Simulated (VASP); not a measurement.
# LiCl (Fm-3m) in VASP: single point with PBEsol

Aim: the single point of LiCl with PBEsol.

Program: VASP 6.6.1. These are calculated values, not measurements. Logs are shortened: lines on timing, memory, paths and dates and some standing lists are left out, and cuts for length are marked.

### 1 The cell of the first run

The structure is cubic, space group Fm-3m (No. 225). Conventional cell: a = 5.130 Å, b = 5.130 Å, c = 5.130 Å, α = 90.00°, β = 90.00°, γ = 90.00°. Li (site symmetry m-3m) has 6 Cl at 2.56 Å within 3.4 Å. Cl (site symmetry m-3m) has 6 Li at 2.56 Å within 3.4 Å.

### 2 Single point, PBEsol

Input file INCAR:

```
SYSTEM = LiCl
PREC = Accurate
ENCUT = 750
EDIFF = 1E-6
ISMEAR = 0
SIGMA = 0.01
LREAL = .False.
LASPH = .True.
NELM = 120
ALGO = Normal
ISIF = 2
LWAVE = .False.
LCHARG = .True.
GGA = PS
LELF = .True.
LVHAR = .True.
NBANDS = 12
GGA_COMPAT = .False.
```

Input file KPOINTS:

```
regular mesh
0
Gamma
  4 4 4
  0 0 0
```

Input file POSCAR:

```
LiCl
1.0
    3.6271330000      0.0000000000      0.0000000000
    1.8135665000      3.1411893209      0.0000000000
    1.8135665000      1.0470631070      2.9615416931
Li Cl
1 1
Direct
    0.0000000000      0.0000000000      0.0000000000
    0.5000000000      0.5000000000      0.5000000000
```

Potentials or basis: VASP PAW PBE potentials, release 64 (Li_sv, Cl).

Launch:

```
$ cat potpaw_PBE.64/Li_sv/POTCAR potpaw_PBE.64/Cl/POTCAR > POTCAR
$ mpirun -np 1 vasp_std > vasp.out
```

OUTCAR:

```text
SYSTEM = LiCl
   PREC = Accurate
   ENCUT = 750
   EDIFF = 1E-6
   ISMEAR = 0
   LREAL = .False.
   LASPH = .True.
   NELM = 120
   ISIF = 2
   GGA = PS

 ion  position               nearest neighbor table
   1  0.000  0.000  0.000-   2 2.56   2 2.56   2 2.56   2 2.56   2 2.56   2 2.56
   2  0.500  0.500  0.500-   1 2.56   1 2.56   1 2.56   1 2.56   1 2.56   1 2.56

  LATTYP: Found a face centered cubic cell.
 ALAT       =     5.1295406811

  Lattice vectors:

 A1 = (   3.6271330000,   0.0000000000,   0.0000000000)
 A2 = (   1.8135665000,   3.1411893209,   0.0000000000)
 A3 = (   1.8135665000,   1.0470631070,   2.9615416931)

Analysis of symmetry for initial positions (statically):
=====================================================================
 Subroutine PRICEL returns:
 Original cell was already a primitive cell.

 Routine SETGRP: Setting up the symmetry group for a
 face centered cubic supercell.

 Subroutine GETGRP returns: Found 48 space group operations
 (whereof 48 operations were pure point group operations)
 out of a pool of 48 trial point group operations.

The static configuration has the point symmetry O_h .

Analysis of symmetry for dynamics (positions and initial velocities):
=====================================================================
 Subroutine PRICEL returns:
 Original cell was already a primitive cell.

 Routine SETGRP: Setting up the symmetry group for a
 face centered cubic supercell.

 Subroutine GETGRP returns: Found 48 space group operations
 (whereof 48 operations were pure point group operations)
 out of a pool of 48 trial point group operations.

The dynamic configuration has the point symmetry O_h .

 Subroutine INISYM returns: Found 48 space group operations
 (whereof 48 operations are pure point group operations),
 and found     1 'primitive' translations

----------------------------------------------------------------------------------------

                                     Primitive cell

  volume of cell :      33.7424

  direct lattice vectors                    reciprocal lattice vectors
     3.627133000  0.000000000  0.000000000     0.275699843 -0.159175379 -0.112553990
     1.813566500  3.141189321  0.000000000     0.000000000  0.318350758 -0.112553990
     1.813566500  1.047063107  2.961541693     0.000000000  0.000000000  0.337661969

  length of vectors
     3.627133000  3.627133000  3.627133000     0.337661969  0.337661969  0.337661969

  position of ions in fractional coordinates (direct lattice)
     0.000000000  0.000000000  0.000000000
     0.500000000  0.500000000  0.500000000

  ion indices of the primitive-cell ions
   primitive index   ion index
                 1           1
                 2           2

----------------------------------------------------------------------------------------

 KPOINTS: regular mesh

Automatic generation of k-mesh.
 Grid dimensions read from file:
 generate k-points for:    4    4    4

 Generating k-lattice:

  Cartesian coordinates                     Fractional coordinates (reciprocal lattice)
     0.068924961 -0.039793845 -0.028138497     0.250000000  0.000000000  0.000000000
     0.000000000  0.079587689 -0.028138497     0.000000000  0.250000000  0.000000000
     0.000000000  0.000000000  0.084415492     0.000000000  0.000000000  0.250000000

  Length of vectors
     0.084415492  0.084415492  0.084415492

  Shift w.r.t. Gamma in fractional coordinates (k-lattice)
     0.000000000  0.000000000  0.000000000

 Subroutine IBZKPT returns following result:
 ===========================================

 Found      8 irreducible k-points:

 Following reciprocal coordinates:
            Coordinates               Weight
  0.000000  0.000000  0.000000      1.000000
  0.250000 -0.000000  0.000000      8.000000
  0.500000 -0.000000  0.000000      4.000000
  0.250000  0.250000 -0.000000      6.000000
  0.500000  0.250000  0.000000     24.000000
 -0.250000  0.250000 -0.000000     12.000000
  0.500000  0.500000 -0.000000      3.000000
 -0.250000  0.500000  0.250000      6.000000
   k-points           NKPTS =      8   k-points in BZ     NKDIM =      8   number of bands    NBANDS=     12
   number of dos      NEDOS =    301   number of ions     NIONS =      2
   total plane-waves  NPLWV =  32768
   dimension x,y,z NGX =    32 NGY =   32 NGZ =   32
   dimension x,y,z NGXF=    64 NGYF=   64 NGZF=   64
   ions per type =               1   1
   NGX,Y,Z   is equivalent  to a cutoff of  14.67, 14.67, 14.67 a.u.
   NGXF,Y,Z  is equivalent  to a cutoff of  29.33, 29.33, 29.33 a.u.
 SYSTEM =  LiCl
   PREC   = accura    normal or accurate (medium, high low for compatibility)
   ISTART =      0    job   : 0-new  1-cont  2-samecut
   ICHARG =      2    charge: 1-file 2-atom 10-const
   ISPIN  =      1    spin polarized calculation?
   LNONCOLLINEAR =      F non collinear calculations
   LSORBIT =      F    spin-orbit coupling
   LASPH  =      T    aspherical Exc in radial PAW
   ENCUT  =  750.0 eV  55.12 Ry    7.42 a.u.   8.10  8.10  8.10*2*pi/ulx,y,z
   NELM   =    120;   NELMIN=  2; NELMDL= -5     # of ELM steps
   EDIFF  = 0.1E-05   stopping-criterion for ELM
   LREAL  =      F    real-space projection
   EDIFFG = 0.1E-04   stopping-criterion for IOM
   NSW    =      0    number of steps for IOM
   IBRION =     -1    ionic relax: 0-MD 1-quasi-New 2-CG
   NFREE  =      0    steps in history (QN), initial steepest desc. (CG)
   ISIF   =      2    stress and relaxation
   ISYM   =      2    0-nonsym 1-usesym 2-fastsym
   POTIM  = 0.5000    time-step for ionic-motion
   TEBEG  =    0.0;   TEEND  =   0.0 temperature during run
   PSTRESS=    0.0 pullay stress
   NELECT =      10.0000    total number of electrons
   NUPDOWN=      -1.0000    fix difference up-down
   EMIN   =  10.00;   EMAX   =-10.00  energy-range for DOS
   EFERMI =   0.00;   METHOD = LEGACY
   ISMEAR =     0;   SIGMA  =   0.01  broadening in eV -4-tet -1-fermi 0-gaus
   EFERMI_NEDOS =   21; number of points for ismear=-14 and -15
   IALGO  =     38    algorithm
   IMIX   =      4    mixing-type and parameters
     AMIX     =   0.40;   BMIX     =  1.00
     AMIX_MAG =   1.60;   BMIX_MAG =  1.00
  volume/ion in A,a.u.               =      16.87       113.85
  Fermi-wavevector in a.u.,A,eV,Ry     =   1.091481  2.062601 16.209052  1.191332
  Thomas-Fermi vector in A             =   2.227728
   LORBIT       =      0    0 simple, 1 ext, 2 COOP (PROOUT), +10 PAW based schemes
   GGA     = PS    functional components
   LHFCALC =     F    Hartree Fock is set to
   AEXX    =    0.0000 exact exchange contribution
   IVDW    =     0    specifies the selected vdW correction
   LEPSILON=     F    determine dielectric tensor
   LRPA    =     F    only Hartree local field effects (RPA)
 non-spin polarized calculation
 Gauss-broadening in eV      SIGMA  =   0.01
  energy-cutoff  :      750.00
  volume of cell :       33.74
 maximum number of plane-waves:      1591
   NGX = 17   NGY = 17   NGZ = 17

 number of electron      10.0000002 magnetization

 Free energy of the ion-electron system (eV)
  ---------------------------------------------------
  ext. energy  EPLUGINS =         0.00000000
  ---------------------------------------------------
  free energy    TOTEN  =        -7.62557387 eV

  energy without entropy =       -7.62557387  energy(sigma->0) =       -7.62557387

 E-fermi :   0.7046     XC(G=0):  -8.9081

 val. band max:        0.5405482466   @ k =   0.0000   0.0000   0.0000
 cond. band min:       6.6661077610   @ k =   0.0000   0.0000   0.0000
 fundamental gap:      6.1255595144
 Fermi energy:         0.7045777433

 k-point     1 :       0.0000    0.0000    0.0000
  band No.  band energies     occupation
      1     -42.2757      2.00000
      2     -12.8524      2.00000
      3       0.5405      2.00000
      4       0.5405      2.00000
      5       0.5405      2.00000
      6       6.6661      0.00000
      7      12.3484      0.00000
      8      12.3484      0.00000
      9      12.3484      0.00000
     10      14.9516      0.00000
     11      14.9516      0.00000
     12      14.9516      0.00000

 k-point     2 :       0.2500   -0.0000    0.0000
  band No.  band energies     occupation
      1     -42.2742      2.00000
      2     -12.5789      2.00000
      3      -1.0801      2.00000
      4       0.4023      2.00000
      5       0.4023      2.00000
      6       7.5683      0.00000
      7      11.1259      0.00000
      8      11.1259      0.00000
      9      11.3595      0.00000
     10      14.3940      0.00000
     11      14.3940      0.00000
     12      15.9424      0.00000

 k-point     3 :       0.5000   -0.0000    0.0000
  band No.  band energies     occupation
      1     -42.2726      2.00000
      2     -12.2704      2.00000
      3      -2.3362      2.00000
      4       0.2784      2.00000
      5       0.2784      2.00000
      6       7.0991      0.00000
      7       9.9315      0.00000
      8       9.9315      0.00000
      9      13.3558      0.00000
     10      17.2198      0.00000
     11      17.6720      0.00000
     12      17.6720      0.00000

 k-point     4 :       0.2500    0.2500   -0.0000
  band No.  band energies     occupation
      1     -42.2737      2.00000
      2     -12.4763      2.00000
      3      -1.0104      2.00000
      4      -0.0620      2.00000
      5      -0.0620      2.00000
      6       8.9209      0.00000
      7       9.8993      0.00000
      8      10.1623      0.00000
      9      12.9545      0.00000
     10      12.9545      0.00000
     11      16.1128      0.00000
     12      18.0777      0.00000

 k-point     5 :       0.5000    0.2500    0.0000
  band No.  band energies     occupation
      1     -42.2722      2.00000
      2     -12.1502      2.00000
      3      -2.0033      2.00000
      4      -0.7843      2.00000
      5      -0.1888      2.00000
      6       8.5508      0.00000
      7      10.0189      0.00000
      8      11.3007      0.00000
      9      11.7184      0.00000
     10      14.9055      0.00000
     11      18.1552      0.00000
     12      19.0462      0.00000

 k-point     6 :      -0.2500    0.2500   -0.0000
  band No.  band energies     occupation
      1     -42.2727      2.00000
      2     -12.2675      2.00000
      3      -1.6095      2.00000
      4      -0.9358      2.00000
      5       0.2528      2.00000
      6       8.5543      0.00000
      7      10.5848      0.00000
      8      10.6629      0.00000
      9      11.2095      0.00000
     10      14.8185      0.00000
     11      17.5739      0.00000
     12      17.9251      0.00000

 k-point     7 :       0.5000    0.5000   -0.0000
  band No.  band energies     occupation
      1     -42.2717      2.00000
      2     -12.0199      2.00000
      3      -2.4204      2.00000
      4      -0.5838      2.00000
      5      -0.5838      2.00000
      6       8.2918      0.00000
      7       8.6275      0.00000
      8      12.8113      0.00000
      9      14.5283      0.00000
     10      14.5283      0.00000
     11      17.5749      0.00000
     12      19.1693      0.00000

 k-point     8 :      -0.2500    0.5000    0.2500
  band No.  band energies     occupation
      1     -42.2717      2.00000
      2     -12.0286      2.00000
      3      -1.6315      2.00000
      4      -1.6315      2.00000
      5      -0.5442      2.00000
      6       9.9913      0.00000
      7      10.5600      0.00000
      8      10.8132      0.00000
      9      10.8132      0.00000
     10      16.3696      0.00000
     11      16.3696      0.00000
     12      19.2199      0.00000

------------------------ aborting loop because EDIFF is reached ----------------------------------------

  FORCE on cell =-STRESS in cart. coord.  units (eV):
  Direction    XX          YY          ZZ          XY          YZ          ZX
  --------------------------------------------------------------------------------------
  -------------------------------------------------------------------------------------
  Total       -0.2472972     -0.2472972     -0.2472972     -0.0000000     -0.0000000     -0.0000000
  in kB      -11.7423301    -11.7423301    -11.7423301     -0.0000000     -0.0000000     -0.0000000
  external PRESSURE =     -11.7423301 kB  Pullay stress =       0.0000000 kB

 VOLUME and BASIS-vectors are now :
 -----------------------------------------------------------------------------
  energy-cutoff  :      750.00
  volume of cell :       33.74
      direct lattice vectors                 reciprocal lattice vectors
     3.627133000  0.000000000  0.000000000     0.275699843 -0.159175379 -0.112553990
     1.813566500  3.141189321  0.000000000     0.000000000  0.318350758 -0.112553990
     1.813566500  1.047063107  2.961541693     0.000000000  0.000000000  0.337661969

 POSITION                                       TOTAL-FORCE (eV/Angst)
 -----------------------------------------------------------------------------------
      0.00000      0.00000      0.00000        -0.000000      0.000000      0.000000
      3.62713      2.09413      1.48077         0.000000     -0.000000      0.000000
 -----------------------------------------------------------------------------------
    total drift:                               -0.000000      0.000000     -0.000000

  FREE ENERGIE OF THE ION-ELECTRON SYSTEM (eV)
  ---------------------------------------------------
  free  energy   TOTEN  =        -7.6255738719 eV

  energy  without entropy=       -7.6255738719  energy(sigma->0) =       -7.62557387
```

It took 14 s on 1 thread of Intel Xeon 8259CL, shared host; peak memory 0.17 GiB.

What came out:

| Quantity | Value |
| --- | --- |
| Free energy | -7.6256 eV |
| Pressure | -1.2 GPa |
| Band gap on the k mesh | 6.13 eV, direct |

Levels at points of the mesh, in eV from the valence-band top:
```tsv
k point	band 2	band 3	band 4	band 5	band 6	band 7	band 8	band 9
(0.00, 0.00, 0.00)	-13.39	0.00	0.00	0.00	6.13	11.81	11.81	11.81
(0.50, 0.00, 0.00)	-12.81	-2.88	-0.26	-0.26	6.56	9.39	9.39	12.82
(0.50, 0.50, 0.00)	-12.56	-2.96	-1.12	-1.12	7.75	8.09	12.27	13.99
```

Caveat: the k points lie up to 0.53 Å⁻¹ apart; the PAW data sets were made with another functional, which shifts forces and pressure a little. PBEsol gaps usually lie below the measured ones, often by a third to a half.
